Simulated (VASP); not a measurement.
# ZnSe (F-43m) in VASP: a series of runs

The runs below take ZnSe through single point, relaxation of cell and atoms, with LDA.

All numbers are computed with VASP 6.6.1; they aren't measurements. Logs are shortened: lines on timing, memory, paths and dates and some standing lists are left out, and cuts for length are marked.

### Step 1. The cell of the first run

Symmetry: F-43m, No. 216, cubic system. Conventional cell: a = 5.665 Å, b = 5.665 Å, c = 5.665 Å, α = 90.00°, β = 90.00°, γ = 90.00°. Zn (site symmetry -43m) has 4 Se at 2.45 Å within 3.2 Å. Se (site symmetry -43m) has 4 Zn at 2.45 Å within 3.2 Å.

### Step 2. Single point, LDA

File INCAR:

```
SYSTEM = ZnSe
ALGO = Normal
EDIFF = 1E-6
ENCUT = 520
ISIF = 2
ISMEAR = 0
LASPH = .True.
LCHARG = .False.
LREAL = .False.
LWAVE = .False.
NBANDS = 16
NELM = 60
PREC = Accurate
SIGMA = 0.1
```

File KPOINTS:

```
k-points
0
Gamma
  6 6 6
  0 0 0
```

File POSCAR:

```
ZnSe
1.0
    0.0000000000      2.8324425400      2.8324425400
    2.8324425400      0.0000000000      2.8324425400
    2.8324425400      2.8324425400      0.0000000000
Zn Se
1 1
Direct
    0.0000000000      0.0000000000      0.0000000000
    0.2500000000      0.2500000000      0.2500000000
```

Potentials or basis: VASP PAW LDA potentials, release 64 (Zn, Se).

On the command line:

```
> cat potpaw_LDA.64/Zn/POTCAR potpaw_LDA.64/Se/POTCAR > POTCAR
> mpirun -np 1 vasp_std > vasp.out
```

OUTCAR:

```text
SYSTEM = ZnSe
   EDIFF = 1E-6
   ENCUT = 520
   ISIF = 2
   ISMEAR = 0
   LASPH = .True.
   LREAL = .False.
   NELM = 60
   PREC = Accurate

 ion  position               nearest neighbor table
   1  0.000  0.000  0.000-   2 2.45   2 2.45   2 2.45   2 2.45
   2  0.250  0.250  0.250-   1 2.45   1 2.45   1 2.45   1 2.45

  LATTYP: Found a face centered cubic cell.
 ALAT       =     5.6648850800

  Lattice vectors:

 A1 = (   0.0000000000,   2.8324425400,   2.8324425400)
 A2 = (   2.8324425400,   0.0000000000,   2.8324425400)
 A3 = (   2.8324425400,   2.8324425400,   0.0000000000)

Analysis of symmetry for initial positions (statically):
=====================================================================
 Subroutine PRICEL returns:
 Original cell was already a primitive cell.

 Routine SETGRP: Setting up the symmetry group for a
 face centered cubic supercell.

 Subroutine GETGRP returns: Found 24 space group operations
 (whereof 24 operations were pure point group operations)
 out of a pool of 48 trial point group operations.

The static configuration has the point symmetry T_d .

Analysis of symmetry for dynamics (positions and initial velocities):
=====================================================================
 Subroutine PRICEL returns:
 Original cell was already a primitive cell.

 Routine SETGRP: Setting up the symmetry group for a
 face centered cubic supercell.

 Subroutine GETGRP returns: Found 24 space group operations
 (whereof 24 operations were pure point group operations)
 out of a pool of 48 trial point group operations.

The dynamic configuration has the point symmetry T_d .

 Subroutine INISYM returns: Found 24 space group operations
 (whereof 24 operations are pure point group operations),
 and found     1 'primitive' translations

----------------------------------------------------------------------------------------

                                     Primitive cell

  volume of cell :      45.4478

  direct lattice vectors                    reciprocal lattice vectors
     0.000000000  2.832442540  2.832442540    -0.176526088  0.176526088  0.176526088
     2.832442540  0.000000000  2.832442540     0.176526088 -0.176526088  0.176526088
     2.832442540  2.832442540  0.000000000     0.176526088  0.176526088 -0.176526088

  length of vectors
     4.005678655  4.005678655  4.005678655     0.305752153  0.305752153  0.305752153

[... 70 lines left out ...]
   NELM   =     60;   NELMIN=  2; NELMDL= -5     # of ELM steps
   EDIFF  = 0.1E-05   stopping-criterion for ELM
   LREAL  =      F    real-space projection
   EDIFFG = 0.1E-04   stopping-criterion for IOM
   NSW    =      0    number of steps for IOM
   IBRION =     -1    ionic relax: 0-MD 1-quasi-New 2-CG
   NFREE  =      0    steps in history (QN), initial steepest desc. (CG)
   ISIF   =      2    stress and relaxation
   ISYM   =      2    0-nonsym 1-usesym 2-fastsym
   POTIM  = 0.5000    time-step for ionic-motion
   TEBEG  =    0.0;   TEEND  =   0.0 temperature during run
   PSTRESS=    0.0 pullay stress
   NELECT =      18.0000    total number of electrons
   NUPDOWN=      -1.0000    fix difference up-down
   EMIN   =  10.00;   EMAX   =-10.00  energy-range for DOS
   EFERMI =   0.00;   METHOD = LEGACY
   ISMEAR =     0;   SIGMA  =   0.10  broadening in eV -4-tet -1-fermi 0-gaus
   EFERMI_NEDOS =   21; number of points for ismear=-14 and -15
   IALGO  =     38    algorithm
   IMIX   =      4    mixing-type and parameters
     AMIX     =   0.40;   BMIX     =  1.00
     AMIX_MAG =   1.60;   BMIX_MAG =  1.00
  volume/ion in A,a.u.               =      22.72       153.35
  Fermi-wavevector in a.u.,A,eV,Ry     =   1.202249  2.271922 19.665909  1.445404
  Thomas-Fermi vector in A             =   2.338036
   LORBIT       =      0    0 simple, 1 ext, 2 COOP (PROOUT), +10 PAW based schemes
   GGA     = CA    functional components
   LHFCALC =     F    Hartree Fock is set to
   AEXX    =    0.0000 exact exchange contribution
   IVDW    =     0    specifies the selected vdW correction
   LEPSILON=     F    determine dielectric tensor
   LRPA    =     F    only Hartree local field effects (RPA)
 non-spin polarized calculation
 Gauss-broadening in eV      SIGMA  =   0.10
  energy-cutoff  :      520.00
  volume of cell :       45.45
 maximum number of plane-waves:      1243
 NGX is ok and might be reduce to    30
   NGX = 15   NGY = 15   NGZ = 15

 number of electron      18.0000010 magnetization

 Free energy of the ion-electron system (eV)
  ---------------------------------------------------
  ext. energy  EPLUGINS =         0.00000000
  ---------------------------------------------------
  free energy    TOTEN  =        -7.34559259 eV

  energy without entropy =       -7.34559259  energy(sigma->0) =       -7.34559259

 E-fermi :   1.9440     XC(G=0):  -9.7043

 val. band max:        1.5240577017   @ k =   0.0000   0.0000   0.0000
 cond. band min:       2.5959676406   @ k =   0.0000   0.0000   0.0000
 fundamental gap:      1.0719099389
 Fermi energy:         1.9439588048

 k-point     1 :       0.0000    0.0000    0.0000
  band No.  band energies     occupation
      1     -11.7745      2.00000
      2      -5.1617      2.00000
      3      -5.1617      2.00000
      4      -5.1617      2.00000
      5      -4.8017      2.00000
      6      -4.8017      2.00000
[... 281 lines left out ...]
      3      -4.9518      2.00000
      4      -4.8789      2.00000
      5      -4.7873      2.00000
      6      -4.5268      2.00000
[... 8 lines left out ...]
     15      15.2473      0.00000
     16      15.5561      0.00000

------------------------ aborting loop because EDIFF is reached ----------------------------------------

  FORCE on cell =-STRESS in cart. coord.  units (eV):
  Direction    XX          YY          ZZ          XY          YZ          ZX
  --------------------------------------------------------------------------------------
  -------------------------------------------------------------------------------------
  Total       -0.8473979     -0.8473979     -0.8473979      0.0000000      0.0000000     -0.0000000
  in kB      -29.8733986    -29.8733986    -29.8733986      0.0000000      0.0000000     -0.0000000
  external PRESSURE =     -29.8733986 kB  Pullay stress =       0.0000000 kB

 VOLUME and BASIS-vectors are now :
 -----------------------------------------------------------------------------
  energy-cutoff  :      520.00
  volume of cell :       45.45
      direct lattice vectors                 reciprocal lattice vectors
     0.000000000  2.832442540  2.832442540    -0.176526088  0.176526088  0.176526088
     2.832442540  0.000000000  2.832442540     0.176526088 -0.176526088  0.176526088
     2.832442540  2.832442540  0.000000000     0.176526088  0.176526088 -0.176526088

 POSITION                                       TOTAL-FORCE (eV/Angst)
 -----------------------------------------------------------------------------------
      0.00000      0.00000      0.00000        -0.000000     -0.000000     -0.000000
      1.41622      1.41622      1.41622         0.000000      0.000000      0.000000
 -----------------------------------------------------------------------------------
    total drift:                               -0.000001     -0.000001     -0.000001

  FREE ENERGIE OF THE ION-ELECTRON SYSTEM (eV)
  ---------------------------------------------------
  free  energy   TOTEN  =        -7.3455925936 eV

  energy  without entropy=       -7.3455925936  energy(sigma->0) =       -7.34559259
```

stdout:

```text
POSCAR found type information on POSCAR ZnSe
 POSCAR found :  2 types and       2 ions
 scaLAPACK will be used
 LDA part: xc-table for (Slater(with rela. corr.)+CA(PZ))
 , standard interpolation
 POSCAR, INCAR and KPOINTS ok, starting setup
 FFT: planning ... GRIDC
 FFT: planning ... GRID_SOFT
 FFT: planning ... GRID
 WAVECAR not read
 entering main loop
```

Run time: 14 s. Hardware: 1 thread of Intel Xeon 8259CL, shared host; peak memory 0.15 GiB.

Results:

```yaml
Free_energy: -7.3456 eV
Pressure: -3.0 GPa
Band_gap_on_the_k_mesh: 1.07 eV, direct
```

[end of part 1 of 2]
